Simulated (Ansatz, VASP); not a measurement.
**One calculation of Ga2O3, two programs**

INCAR

```
PREC = Accurate ; ENCUT = 520
EDIFF = 1E-6 ; ISMEAR = -1
SIGMA = 0.02 ; LREAL = False
LASPH = True ; NELM = 80
ALGO = Normal ; ISIF = 2
LWAVE = False ; LCHARG = True
GGA = PE ; LELF = True
LVHAR = True ; NBANDS = 55
```

The input KPOINTS:

```
Automatic mesh
0
Gamma
  6 6 6
```

The input POSCAR:

```
Ga2O3
1.0
    2.4922597440      1.4389068341      4.3462246992
   -2.4922597440      1.4389068341      4.3462246992
    0.0000000000     -2.8778136682      4.3462246992
Ga O
4 6
Direct
    0.8566471406      0.8566471406      0.8566471406
    0.3566471406      0.3566471406      0.3566471406
    0.1433528594      0.1433528594      0.1433528594
    0.6433528594      0.6433528594      0.6433528594
    0.4468176370      0.0531823630      0.7500000000
    0.0531823630      0.7500000000      0.4468176370
    0.5531823630      0.9468176370      0.2500000000
    0.2500000000      0.5531823630      0.9468176370
    0.9468176370      0.2500000000      0.5531823630
    0.7500000000      0.4468176370      0.0531823630
```

Input for Ansatz:

```yaml
crystal:
  lattice:
    - [2.492259744, 1.4389068341, 4.3462246992]
    - [-2.492259744, 1.4389068341, 4.3462246992]
    - [0.0, -2.8778136682, 4.3462246992]
  atoms:
    - { symbol: Ga, position: [0.8566471406, 0.8566471406, 0.8566471406] }
    - { symbol: Ga, position: [0.3566471406, 0.3566471406, 0.3566471406] }
    - { symbol: Ga, position: [0.1433528594, 0.1433528594, 0.1433528594] }
    - { symbol: Ga, position: [0.6433528594, 0.6433528594, 0.6433528594] }
    - { symbol: O, position: [0.446817637, 0.053182363, 0.75] }
    - { symbol: O, position: [0.053182363, 0.75, 0.446817637] }
    - { symbol: O, position: [0.553182363, 0.946817637, 0.25] }
    - { symbol: O, position: [0.25, 0.553182363, 0.946817637] }
    - { symbol: O, position: [0.946817637, 0.25, 0.553182363] }
    - { symbol: O, position: [0.75, 0.446817637, 0.053182363] }
kpoints:
  mp_grid: { grid: [6, 6, 6] }
  band_path:
    path:
      - [0.0, 0.0, 0.0]
      - [0.5, 0.5, 0.5]
      - [0.764580087, 0.235419913, 0.5]
      - [0.5, -0.235419913, 0.235419913]
      - [0.5, 0.0, 0.0]
      - [0.3677099565, -0.3677099565, 0.0]
      - [0.6322900435, 0.0, 0.3677099565]
      - [0.5, 0.0, 0.5]
      - [0.0, 0.161458, -0.161458]
    npoints: 1
hamiltonian:
  xc: pbe
scf:
  occupations: { method: fermi_dirac, width: 0.02 }
  n_extra_bands: 6
output:
  forces: true
  stress: true
  eigenvalues: true
```

Change from the starting cell: uniaxial_z strain -3.0%.

Alike in both runs: task single point; functional PBE; k mesh 6 × 6 × 6; occupations fermi-dirac, width 0.02 eV; no spin polarisation.

```csv
,VASP,Ansatz
version,VASP 6.6.1,Ansatz 0.2.0
potentials or method,"VASP PAW PBE potentials, release 64 (Ga_d, O)","plane waves, PAW"
plane-wave cutoff (eV),520,420
valence electrons in the cell,88,88
```

VASP gave:

* gap on the k mesh at the Fermi level (eV): 3.10
* pressure (GPa): 17.7
* traceless stress, the component that is largest in VASP (GPa): 3.45
* rms of the force components (eV/Å): 0.039

**Question.** What did Ansatz give for the same quantities?

**Answer.** gap on the k mesh at the Fermi level (eV): 3.10; pressure (GPa): 16.6; traceless stress, the component that is largest in VASP (GPa): 3.55; rms of the force components (eV/Å): 0.030.

Atom by atom the forces differ by 0.011 eV/Å (rms over components).
